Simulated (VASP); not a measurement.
Te2Pb3Se, 6 atoms in the cell. It takes space group P-3m1 (No. 164, trigonal). The conventional cell has a = 4.421 Å, b = 4.421 Å, c = 10.818 Å, α = 90.00°, β = 90.00°, γ = 120.00°. Te (site symmetry 3m) has 6 Pb at 3.17 Å and 3 Se at 4.36 Å and 9 Te at 4.42 to 4.54 Å within 4.6 Å. Pb (site symmetry 3m) has 3 Se at 3.04 Å and 3 Te at 3.17 Å within 4.0 Å. Pb (site symmetry -3m) has 6 Te at 3.17 Å within 4.2 Å. Within 4.0 Å of Se (site symmetry -3m) lie 6 Pb at 3.04 Å. 

| Item | Value |
| --- | --- |
| Program | VASP 6.6.1 |
| Task | single point |
| Functional | PBE |
| Potentials or basis | VASP PAW PBE potentials, release 64 (Te, Pb_d, Se) |
| Cutoff | 520 eV |
| k mesh | 6 × 6 × 4 |
| Occupations | gaussian, width 0.02 eV |
| Spin | no spin polarisation |
| Dipole correction | no |
| Further INCAR settings | ALGO = Normal; EDIFF = 1e-07; NBANDS = 39 |

Potentials or basis: VASP PAW PBE potentials, release 64 (Te, Pb_d, Se).

The run is started by

```bash
$ cat potpaw_PBE.64/Te/POTCAR potpaw_PBE.64/Pb_d/POTCAR potpaw_PBE.64/Se/POTCAR > POTCAR
$ mpirun -np 1 vasp_std > vasp.out
```

Hardware: 1 thread of Intel(R) Xeon(R) 6975P-C (Granite Rapids) (shared host).

**Question.** Estimate the wall time of this run.

**Answer.** Run time: 94 s on 1 thread of Intel(R) Xeon(R) 6975P-C (Granite Rapids), on a shared host, peak memory 0.4 GiB. Counts: scf iterations 16, k points 24.
